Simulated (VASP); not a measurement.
# CaSe in VASP: settings compared

The runs below take CaSe through single point, with PBE, r2SCAN.

All numbers are computed with VASP 6.6.1; they aren't measurements. Logs are shortened: lines on timing, memory, paths and dates and some standing lists are left out, and cuts for length are marked.

## (1) The cell of the first run

The structure is tetragonal, space group I4/mmm (No. 139). Conventional cell: a = 4.197 Å, b = 4.197 Å, c = 6.229 Å, α = 90.00°, β = 90.00°, γ = 90.00°. Within 3.9 Å of Ca (site symmetry 4/mmm) lie 6 Se at 2.97 to 3.11 Å. Se (site symmetry 4/mmm) has 6 Ca at 2.97 to 3.11 Å within 3.9 Å.

## (2) Single point, PBE (uniaxial z strain +5.0%)

File INCAR:

```
PREC = Accurate
ENCUT = 520
EDIFF = 1E-6
ISMEAR = -1
SIGMA = 0.02
LREAL = F
LASPH = T
NELM = 80
ALGO = Normal
ISIF = 2
LWAVE = F
LCHARG = T
GGA = PE
LELF = T
LVHAR = T
NBANDS = 15
```

File KPOINTS:

```
regular mesh
0
Gamma
  8 8 8
```

File POSCAR:

```
CaSe
1.0
    0.0000000000      2.9675351072      3.1144280950
    2.9675351072      0.0000000000      3.1144280950
    2.9675351072      2.9675351072      0.0000000000
Ca Se
1 1
Direct
    0.0000000000      0.0000000000      0.0000000000
    0.5000000000      0.5000000000      0.5000000000
```

Potentials or basis: VASP PAW PBE potentials, release 64 (Ca_sv, Se).

Started as:

```bash
> cat potpaw_PBE.64/Ca_sv/POTCAR potpaw_PBE.64/Se/POTCAR > POTCAR
> mpirun -np 1 vasp_std > vasp.out
```

OUTCAR:

```text
PREC = Accurate
   ENCUT = 520
   EDIFF = 1E-6
   ISMEAR = -1
   LREAL = F
   LASPH = T
   NELM = 80
   ISIF = 2
   GGA = PE

 ion  position               nearest neighbor table
   1  0.000  0.000  0.000-   2 2.97   2 2.97   2 2.97   2 2.97
   2  0.500  0.500  0.500-   1 2.97   1 2.97   1 2.97   1 2.97

  LATTYP: Found a body centered tetragonal cell.
 ALAT       =     4.1967283954
 C/A-ratio  =     1.4842171337

  Lattice vectors:

 A1 = (  -2.9675351072,   0.0000000000,   3.1144280950)
 A2 = (   2.9675351072,   0.0000000000,   3.1144280950)
 A3 = (   0.0000000000,   2.9675351072,  -3.1144280950)

Analysis of symmetry for initial positions (statically):
=====================================================================
 Subroutine PRICEL returns:
 Original cell was already a primitive cell.

 Routine SETGRP: Setting up the symmetry group for a
 body centered tetragonal supercell.

 Subroutine GETGRP returns: Found 16 space group operations
 (whereof 16 operations were pure point group operations)
 out of a pool of 16 trial point group operations.

The static configuration has the point symmetry D_4h.

Analysis of symmetry for dynamics (positions and initial velocities):
=====================================================================
 Subroutine PRICEL returns:
 Original cell was already a primitive cell.

 Routine SETGRP: Setting up the symmetry group for a
 body centered tetragonal supercell.

 Subroutine GETGRP returns: Found 16 space group operations
 (whereof 16 operations were pure point group operations)
 out of a pool of 16 trial point group operations.

The dynamic configuration has the point symmetry D_4h.

 Subroutine INISYM returns: Found 16 space group operations
 (whereof 16 operations are pure point group operations),
 and found     1 'primitive' translations

----------------------------------------------------------------------------------------

                                     Primitive cell

  volume of cell :      54.8530

  direct lattice vectors                    reciprocal lattice vectors
     0.000000000  2.967535107  3.114428095    -0.168490003  0.168490003  0.160543119
     2.967535107  0.000000000  3.114428095     0.168490003 -0.168490003  0.160543119
     2.967535107  2.967535107  0.000000000     0.168490003  0.168490003 -0.160543119

  length of vectors
     4.301851575  4.301851575  4.196728395     0.287318387  0.287318387  0.287318387

  position of ions in fractional coordinates (direct lattice)
     0.000000000  0.000000000  0.000000000
     0.500000000  0.500000000  0.500000000

  ion indices of the primitive-cell ions
   primitive index   ion index
                 1           1
                 2           2

----------------------------------------------------------------------------------------

 KPOINTS: regular mesh

Automatic generation of k-mesh.
 Grid dimensions read from file:
 generate k-points for:    8    8    8

 Generating k-lattice:

  Cartesian coordinates                     Fractional coordinates (reciprocal lattice)
    -0.021061250  0.021061250  0.020067890     0.125000000 -0.000000000  0.000000000
     0.021061250 -0.021061250  0.020067890    -0.000000000  0.125000000  0.000000000
     0.021061250  0.021061250 -0.020067890     0.000000000  0.000000000  0.125000000

  Length of vectors
     0.035914798  0.035914798  0.035914798

  Shift w.r.t. Gamma in fractional coordinates (k-lattice)
     0.000000000  0.000000000  0.000000000

 Subroutine IBZKPT returns following result:
 ===========================================

 Found     59 irreducible k-points:

 Following reciprocal coordinates:
            Coordinates               Weight
  0.000000  0.000000  0.000000      1.000000
  0.125000 -0.000000  0.000000      8.000000
  0.250000 -0.000000  0.000000      8.000000
  0.375000  0.000000  0.000000      8.000000
  0.500000 -0.000000  0.000000      4.000000
  0.125000  0.125000  0.000000      2.000000
[... 16 lines left out ...]
  0.250000  0.000000  0.125000     16.000000
  0.375000  0.000000  0.125000     16.000000
 [... further k-points ...]
   k-points           NKPTS =     59   k-points in BZ     NKDIM =     59   number of bands    NBANDS=     15
   number of dos      NEDOS =    301   number of ions     NIONS =      2
   total plane-waves  NPLWV =  32768
   dimension x,y,z NGX =    32 NGY =   32 NGZ =   32
   dimension x,y,z NGXF=    64 NGYF=   64 NGZF=   64
   ions per type =               1   1
   NGX,Y,Z   is equivalent  to a cutoff of  12.37, 12.37, 12.68 a.u.
   NGXF,Y,Z  is equivalent  to a cutoff of  24.73, 24.73, 25.35 a.u.
 SYSTEM =  unknown system
   PREC   = accura    normal or accurate (medium, high low for compatibility)
   ISTART =      0    job   : 0-new  1-cont  2-samecut
   ICHARG =      2    charge: 1-file 2-atom 10-const
   ISPIN  =      1    spin polarized calculation?
   LNONCOLLINEAR =      F non collinear calculations
   LSORBIT =      F    spin-orbit coupling
   LASPH  =      T    aspherical Exc in radial PAW
   ENCUT  =  520.0 eV  38.22 Ry    6.18 a.u.   8.00  8.00  7.80*2*pi/ulx,y,z
   NELM   =     80;   NELMIN=  2; NELMDL= -5     # of ELM steps
   EDIFF  = 0.1E-05   stopping-criterion for ELM
   LREAL  =      F    real-space projection
   EDIFFG = 0.1E-04   stopping-criterion for IOM
   NSW    =      0    number of steps for IOM
   IBRION =     -1    ionic relax: 0-MD 1-quasi-New 2-CG
   NFREE  =      0    steps in history (QN), initial steepest desc. (CG)
   ISIF   =      2    stress and relaxation
   ISYM   =      2    0-nonsym 1-usesym 2-fastsym
   POTIM  = 0.5000    time-step for ionic-motion
   TEBEG  =    0.0;   TEEND  =   0.0 temperature during run
   PSTRESS=    0.0 pullay stress
   NELECT =      16.0000    total number of electrons
   NUPDOWN=      -1.0000    fix difference up-down
   EMIN   =  10.00;   EMAX   =-10.00  energy-range for DOS
   EFERMI =   0.00;   METHOD = LEGACY
   ISMEAR =    -1;   SIGMA  =   0.02  broadening in eV -4-tet -1-fermi 0-gaus
   EFERMI_NEDOS =   21; number of points for ismear=-14 and -15
   IALGO  =     38    algorithm
   IMIX   =      4    mixing-type and parameters
     AMIX     =   0.40;   BMIX     =  1.00
     AMIX_MAG =   1.60;   BMIX_MAG =  1.00
  volume/ion in A,a.u.               =      27.43       185.08
  Fermi-wavevector in a.u.,A,eV,Ry     =   1.085712  2.051699 16.038160  1.178771
  Thomas-Fermi vector in A             =   2.221832
   LORBIT       =      0    0 simple, 1 ext, 2 COOP (PROOUT), +10 PAW based schemes
   GGA     = PE    functional components
   LHFCALC =     F    Hartree Fock is set to
   AEXX    =    0.0000 exact exchange contribution
   IVDW    =     0    specifies the selected vdW correction
   LEPSILON=     F    determine dielectric tensor
   LRPA    =     F    only Hartree local field effects (RPA)
 non-spin polarized calculation
  energy-cutoff  :      520.00
  volume of cell :       54.85
 maximum number of plane-waves:      1492
   NGX = 15   NGY = 15   NGZ = 15

 number of electron      16.0000001 magnetization

 Free energy of the ion-electron system (eV)
  ---------------------------------------------------
  ext. energy  EPLUGINS =         0.00000000
  ---------------------------------------------------
  free energy    TOTEN  =        -9.45978566 eV

  energy without entropy =       -9.45978566  energy(sigma->0) =       -9.45978566

 E-fermi :   2.4280     XC(G=0):  -8.9079

 val. band max:        2.0563901191   @ k =   0.0000   0.0000   0.0000
 cond. band min:       4.2065911079   @ k =   0.5000   0.0000   0.5000
 fundamental gap:      2.1502009888
 Fermi energy:         2.4279688235

 k-point     1 :       0.0000    0.0000    0.0000
  band No.  band energies     occupation
      1     -37.8656      2.00000
      2     -18.8641      2.00000
      3     -18.8440      2.00000
      4     -18.8440      2.00000
      5      -9.5549      2.00000
      6       2.0517      2.00000
      7       2.0564      2.00000
      8       2.0564      2.00000
      9       5.0251      0.00000
     10       5.5817      0.00000
     11       5.8768      0.00000
     12       5.8768      0.00000
     13       6.2993      0.00000
     14       6.3617      0.00000
     15      11.6981      0.00000

 k-point     2 :       0.1250   -0.0000    0.0000
  band No.  band energies     occupation
      1     -37.8649      2.00000
      2     -18.8700      2.00000
      3     -18.8526      2.00000
      4     -18.8444      2.00000
      5      -9.4744      2.00000
      6       1.3287      2.00000
      7       1.8364      2.00000
      8       1.8454      2.00000
      9       5.4945      0.00000
     10       5.8591      0.00000
     11       6.0557      0.00000
     12       6.1427      0.00000
     13       6.7027      0.00000
     14       6.7406      0.00000
     15      11.7582      0.00000

 k-point     3 :       0.2500   -0.0000    0.0000
  band No.  band energies     occupation
      1     -37.8632      2.00000
      2     -18.8956      2.00000
      3     -18.8615      2.00000
      4     -18.8454      2.00000
      5      -9.2709      2.00000
      6       0.1707      2.00000
      7       1.4161      2.00000
      8       1.4309      2.00000
      9       5.7132      0.00000
     10       6.3955      0.00000
     11       6.5024      0.00000
     12       7.2245      0.00000
     13       7.6697      0.00000
     14       7.7399      0.00000
     15      11.0833      0.00000
[... 343 lines left out ...]
 k-point    23 :       0.2500    0.0000    0.1250
  band No.  band energies     occupation
      1     -37.8632      2.00000
      2     -18.8848      2.00000
      3     -18.8663      2.00000
      4     -18.8503      2.00000
      5      -9.2899      2.00000
      6       0.3165      2.00000
      7       1.4420      2.00000
      8       1.5306      2.00000
      9       5.4548      0.00000
     10       6.1012      0.00000
     11       6.5660      0.00000
     12       6.9463      0.00000
     13       7.0418      0.00000
     14       8.6874      0.00000
     15      11.4045      0.00000

 k-point    24 :       0.3750    0.0000    0.1250
  band No.  band energies     occupation
      1     -37.8614      2.00000
      2     -18.9140      2.00000
      3     -18.8699      2.00000
      4     -18.8516      2.00000
      5      -9.0908      2.00000
      6      -0.4384      2.00000
      7       1.0216      2.00000
      8       1.1881      2.00000
      9       5.7102      0.00000
     10       6.9262      0.00000
     11       7.1544      0.00000
     12       7.5401      0.00000
     13       7.8649      0.00000
     14       9.1928      0.00000
     15      10.4869      0.00000

 [... further k-points ...]
[... 5 lines left out ...]
  --------------------------------------------------------------------------------------
  -------------------------------------------------------------------------------------
  Total       -0.0663186     -0.0663186     -1.1488114      0.0000000     -0.0000000      0.0000000
  in kB       -1.9370735     -1.9370735    -33.5551578      0.0000000     -0.0000000      0.0000000
  external PRESSURE =     -12.4764349 kB  Pullay stress =       0.0000000 kB

 VOLUME and BASIS-vectors are now :
 -----------------------------------------------------------------------------
  energy-cutoff  :      520.00
  volume of cell :       54.85
      direct lattice vectors                 reciprocal lattice vectors
     0.000000000  2.967535107  3.114428095    -0.168490003  0.168490003  0.160543119
     2.967535107  0.000000000  3.114428095     0.168490003 -0.168490003  0.160543119
     2.967535107  2.967535107  0.000000000     0.168490003  0.168490003 -0.160543119

 POSITION                                       TOTAL-FORCE (eV/Angst)
 -----------------------------------------------------------------------------------
      0.00000      0.00000      0.00000        -0.000000     -0.000000     -0.000000
      2.96754      2.96754      3.11443         0.000000      0.000000      0.000000
 -----------------------------------------------------------------------------------
    total drift:                                0.000000     -0.000000     -0.000000

  FREE ENERGIE OF THE ION-ELECTRON SYSTEM (eV)
  ---------------------------------------------------
  free  energy   TOTEN  =        -9.4597856555 eV

  energy  without entropy=       -9.4597856555  energy(sigma->0) =       -9.45978566
```

Run time: 14 s. Hardware: 1 thread of Intel Xeon 6975P-C (Granite Rapids), shared host; peak memory 0.2 GiB.

Results:

```yaml
Free_energy: -9.4598 eV
Pressure: -1.2 GPa
Band_gap_on_the_k_mesh: 2.15 eV, indirect (least direct gap 2.94 eV)
```

Stress tensor (GPa, compression positive):
```
-0.19  0.00  0.00
 0.00 -0.19  0.00
 0.00  0.00 -3.36
```

Levels at points of the mesh, in eV from the valence-band top:
| k point | band 6 | band 7 | band 8 | band 9 | band 10 | band 11 |
| --- | --- | --- | --- | --- | --- | --- |
| (0.00, 0.00, 0.00) | 0.00 | 0.00 | 0.00 | 2.97 | 3.53 | 3.82 |
| (0.50, 0.00, 0.00) | -3.07 | -1.10 | -1.08 | 4.41 | 5.32 | 5.32 |
| (0.50, 0.50, 0.00) | -2.44 | -0.77 | -0.77 | 2.17 | 4.86 | 4.88 |
| (0.50, 0.00, 0.50) | -2.33 | -0.99 | -0.86 | 2.15 | 4.70 | 5.06 |

Caveat: the cell differs from its parent crystal (uniaxial z strain +5.0%). A k mesh can miss the band edges.

## (3) Single point, PBE (strain along [111] -2.1%)

File INCAR:

```
SYSTEM = CaSe
PREC = Accurate
ENCUT = 520
EDIFF = 1E-6
ISMEAR = -1
SIGMA = 0.02
LREAL = .False.
LASPH = .True.
NELM = 60
ALGO = Normal
ISIF = 2
LWAVE = .False.
LCHARG = .True.
GGA = PE
LELF = .True.
LVHAR = .True.
NBANDS = 15
```

File KPOINTS:

```
Automatic mesh
0
Gamma
  8 8 8
  0 0 0
```

File POSCAR:

```
CaSe
1.0
   -0.0425346699      2.9250004374      2.9250004374
    2.9250004374     -0.0425346699      2.9250004374
    2.9250004374      2.9250004374     -0.0425346699
Ca Se
1 1
Direct
    0.0000000000      0.0000000000      0.0000000000
    0.5000000000      0.5000000000      0.5000000000
```

Potentials or basis: VASP PAW PBE potentials, release 64 (Ca_sv, Se).

Started as:

```bash
> cat potpaw_PBE.64/Ca_sv/POTCAR potpaw_PBE.64/Se/POTCAR > POTCAR
> mpirun -np 1 vasp_std > vasp.out
```

Wall time 14 s (1 thread of Intel Xeon 6975P-C (Granite Rapids), shared host); peak memory 0.2 GiB.

The run converged. Its results:

```
Free energy            : -9.4720 eV
Pressure               : 1.9 GPa
Band gap on the k mesh : 1.91 eV, indirect (least direct gap 2.88 eV)
```

Stress tensor (GPa, compression positive):
```
1.89 0.38 0.38
0.38 1.89 0.38
0.38 0.38 1.89
```

Levels at points of the mesh, in eV from the valence-band top:
| k point | band 4 | band 5 | band 6 | band 7 | band 8 | band 9 | band 10 | band 11 | band 12 | band 13 |
| --- | --- | --- | --- | --- | --- | --- | --- | --- | --- | --- |
| (0.00, 0.00, 0.00) | -20.79 | -11.92 | -0.12 | -0.12 | 0.00 | 3.30 | 3.57 | 3.57 | 3.75 | 4.20 |
| (0.50, 0.00, 0.00) | -20.80 | -11.21 | -3.42 | -1.33 | -1.23 | 4.48 | 5.36 | 5.39 | 5.56 | 7.46 |
| (0.50, 0.50, 0.00) | -20.83 | -11.33 | -2.63 | -1.08 | -0.97 | 1.91 | 4.98 | 5.01 | 5.98 | 6.00 |
| (0.50, 0.50, 0.50) | -20.80 | -11.18 | -3.38 | -1.38 | -1.38 | 4.38 | 5.46 | 5.50 | 5.50 | 7.56 |

Caveat: the cell differs from its parent crystal (strain along [111] -2.1%). A k mesh can miss the band edges.

## (4) Single point, r2SCAN (uniaxial z strain +5.0%)

File POSCAR:

```
CaSe
1.0
    0.0000000000      2.9675351072      3.1144280950
    2.9675351072      0.0000000000      3.1144280950
    2.9675351072      2.9675351072      0.0000000000
Ca Se
1 1
Direct
    0.0000000000      0.0000000000      0.0000000000
    0.5000000000      0.5000000000      0.5000000000
```

File INCAR.step1:

```
PREC = Accurate ; ENCUT = 520
ISMEAR = 0 ; SIGMA = 0.01
LREAL = False ; LASPH = True
NELM = 60 ; NBANDS = 15
GGA = PE ; ALGO = Normal
EDIFF = 1E-4 ; LWAVE = True
LCHARG = False
```

File INCAR.step2:

```
PREC = Accurate ; ENCUT = 520
EDIFF = 1E-6 ; ISMEAR = 0
SIGMA = 0.01 ; LREAL = False
LASPH = True ; NELM = 60
ALGO = Normal ; ISIF = 2
LWAVE = False ; LCHARG = False
METAGGA = R2SCAN ; LMIXTAU = True
NBANDS = 15 ; ISTART = 1
```

File KPOINTS:

```
regular mesh
0
Gamma
  8 8 8
```

Potentials or basis: VASP PAW PBE potentials, release 64 (Ca_sv, Se).

Started as:

```bash
> cat potpaw_PBE.64/Ca_sv/POTCAR potpaw_PBE.64/Se/POTCAR > POTCAR
> cp INCAR.step1 INCAR
> mpirun -np 1 vasp_std > vasp.out
> cp INCAR.step2 INCAR
> mpirun -np 1 vasp_std > vasp.out
```

OUTCAR:

```text
PREC = Accurate
   ENCUT = 520
   EDIFF = 1E-6
   ISMEAR = 0
   LREAL = False
   LASPH = True
   NELM = 60
   ISIF = 2
   METAGGA = R2SCAN
   ISTART = 1

 ion  position               nearest neighbor table
   1  0.000  0.000  0.000-   2 2.97   2 2.97   2 2.97   2 2.97
   2  0.500  0.500  0.500-   1 2.97   1 2.97   1 2.97   1 2.97

  LATTYP: Found a body centered tetragonal cell.
 ALAT       =     4.1967283954
 C/A-ratio  =     1.4842171337

  Lattice vectors:

[... 620 lines left out ...]

  FORCE on cell =-STRESS in cart. coord.  units (eV):
  Direction    XX          YY          ZZ          XY          YZ          ZX
  --------------------------------------------------------------------------------------
  -------------------------------------------------------------------------------------
  Total       -0.2367840     -0.2367840     -1.4079858      0.0000000      0.0000000      0.0000000
  in kB       -6.9161251     -6.9161251    -41.1252749      0.0000000      0.0000000      0.0000000
  external PRESSURE =     -18.3191750 kB  Pullay stress =       0.0000000 kB

 VOLUME and BASIS-vectors are now :
 -----------------------------------------------------------------------------
  energy-cutoff  :      520.00
  volume of cell :       54.85
      direct lattice vectors                 reciprocal lattice vectors
     0.000000000  2.967535107  3.114428095    -0.168490003  0.168490003  0.160543119
     2.967535107  0.000000000  3.114428095     0.168490003 -0.168490003  0.160543119
     2.967535107  2.967535107  0.000000000     0.168490003  0.168490003 -0.160543119

 POSITION                                       TOTAL-FORCE (eV/Angst)
 -----------------------------------------------------------------------------------
      0.00000      0.00000      0.00000        -0.000000      0.000000     -0.000000
      2.96754      2.96754      3.11443         0.000000     -0.000000      0.000000
 -----------------------------------------------------------------------------------
    total drift:                                0.000000     -0.000000     -0.000000

  FREE ENERGIE OF THE ION-ELECTRON SYSTEM (eV)
  ---------------------------------------------------
  free  energy   TOTEN  =       -25.9446340600 eV

  energy  without entropy=      -25.9446340600  energy(sigma->0) =      -25.94463406
```

OSZICAR.step1:

```text
N       E                     dE             d eps       ncg     rms          rms(c)
DAV:   1     0.106834120338E+03    0.10683E+03   -0.74713E+03  1770   0.979E+02
DAV:   2    -0.473168374527E+01   -0.11157E+03   -0.10598E+03  2169   0.238E+02
DAV:   3    -0.938946743346E+01   -0.46578E+01   -0.46136E+01  2464   0.470E+01
DAV:   4    -0.961585763890E+01   -0.22639E+00   -0.22628E+00  2401   0.854E+00
DAV:   5    -0.961724498661E+01   -0.13873E-02   -0.13873E-02  2454   0.760E-01    0.428E+00
DAV:   6    -0.946190816263E+01    0.15534E+00   -0.21443E-01  2050   0.239E+00    0.252E+00
DAV:   7    -0.945498568633E+01    0.69225E-02   -0.10498E-01  2318   0.199E+00    0.844E-01
DAV:   8    -0.945952948939E+01   -0.45438E-02   -0.13303E-02  1840   0.868E-01    0.123E-01
DAV:   9    -0.945961775635E+01   -0.88267E-04   -0.72297E-04  2306   0.256E-01
   1 F= -.94596178E+01 E0= -.94596178E+01  d E =-.203580E-23
```

It took 57 s on 1 thread of Intel Xeon 6975P-C (Granite Rapids), shared host; peak memory 0.22 GiB.

Results:

- Free energy: -25.9446 eV
- Pressure: -1.8 GPa
- Band gap on the k mesh: 2.62 eV, indirect (least direct gap 3.43 eV)

Stress tensor (GPa, compression positive):
```
-0.69  0.00  0.00
 0.00 -0.69  0.00
 0.00  0.00 -4.11
```

Levels at points of the mesh, in eV from the valence-band top:
```tsv
k point	band 5	band 6	band 7	band 8	band 9	band 10	band 11	band 12
(0.00, 0.00, 0.00)	-12.00	-0.01	0.00	0.00	3.71	4.04	4.34	4.34
(0.50, 0.00, 0.00)	-11.38	-3.07	-1.09	-1.07	5.00	5.93	5.93	6.03
(0.50, 0.50, 0.00)	-11.50	-2.47	-0.79	-0.79	2.64	5.45	5.62	6.39
(0.50, 0.00, 0.50)	-11.45	-2.35	-1.01	-0.88	2.62	5.37	5.70	6.35
```

Caveat: the cell differs from its parent crystal (uniaxial z strain +5.0%); the PAW data sets were made with another functional, which shifts forces and pressure a little.

(Part 1 of 2 ends here.)
